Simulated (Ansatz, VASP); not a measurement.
**Two plane-wave programs on Be**

INCAR

```
PREC     = Accurate       # precision mode
ENCUT    = 600            # plane-wave cutoff, eV
EDIFF    = 1E-7           # SCF threshold, eV
ISMEAR   = 0              # smearing method
SIGMA    = 0.1            # smearing width, eV
LREAL    = F              # projectors in reciprocal space
LASPH    = T              # aspherical terms in the spheres
NELM     = 120            # most SCF steps
ALGO     = Normal         # electronic algorithm
ISIF     = 3              # what is computed and relaxed
LWAVE    = F              # write WAVECAR
LCHARG   = F              # write CHGCAR
GGA      = CA             # functional
IBRION   = 2              # ionic algorithm
NSW      = 100            # ionic steps
EDIFFG   = -0.05          # ionic threshold
GGA_COMPAT= F            
NELMIN   = 4
```

File KPOINTS:

```
regular mesh
0
Gamma
  9 9 6
```

Contents of POSCAR:

```
Be
1.0
    2.2995019849      0.0000000000      0.0000000000
   -1.1497509925      1.9914271350      0.0000000000
    0.0000000000      0.0000000000      3.6009000000
Be
2
Direct
    0.3333333333      0.6666666667      0.2500000000
    0.6666666667      0.3333333333      0.7500000000
```

Input for Ansatz:

```yaml
crystal:
  lattice:
    - [2.2995019849, 0.0, 0.0]
    - [-1.1497509925, 1.991427135, 0.0]
    - [0.0, 0.0, 3.6009]
  atoms:
    - { symbol: Be, position: [0.3333333333, 0.6666666667, 0.25] }
    - { symbol: Be, position: [0.6666666667, 0.3333333333, 0.75] }
basis:
  ecutwfc: 420
kpoints:
  mp_grid: { grid: [9, 9, 6] }
hamiltonian:
  xc: lda
scf:
  occupations: { method: gaussian, width: 0.1 }
output:
  forces: true
  stress: true
  eigenvalues: true
relax:
  adjacent_minimum: "off"
  f_tol: 0.05
  max_steps: 80
  cell: { stress_tol: 0.5 }
```

Alike in both runs: task relaxation of cell and atoms; functional LDA; k mesh 9 × 9 × 6; occupations gaussian, width 0.1 eV; no spin polarisation.

|  | VASP | Ansatz |
| --- | --- | --- |
| version | VASP 6.6.1 | Ansatz 0.2.0 |
| potentials or method | VASP PAW LDA potentials, release 64 (Be), cutoff 600 eV | scalar-relativistic, plane waves, PAW |
| valence electrons in the cell | 4 | 4 |

```csv
,VASP,Ansatz,Ansatz less VASP
"gap on the k mesh at the Fermi level, each at its own relaxed structure (eV)",none,none,-
relaxed volume (Å³/atom),7.59,7.55,-0.035
relaxed cell length with the largest relative difference (Å),2.242,2.236,-0.0060
```

LDA's correlation is that of Perdew and Zunger in VASP and of Perdew and Wang (1992) in Ansatz. A gap of «none» marks a metal or a gap that the smearing closes.
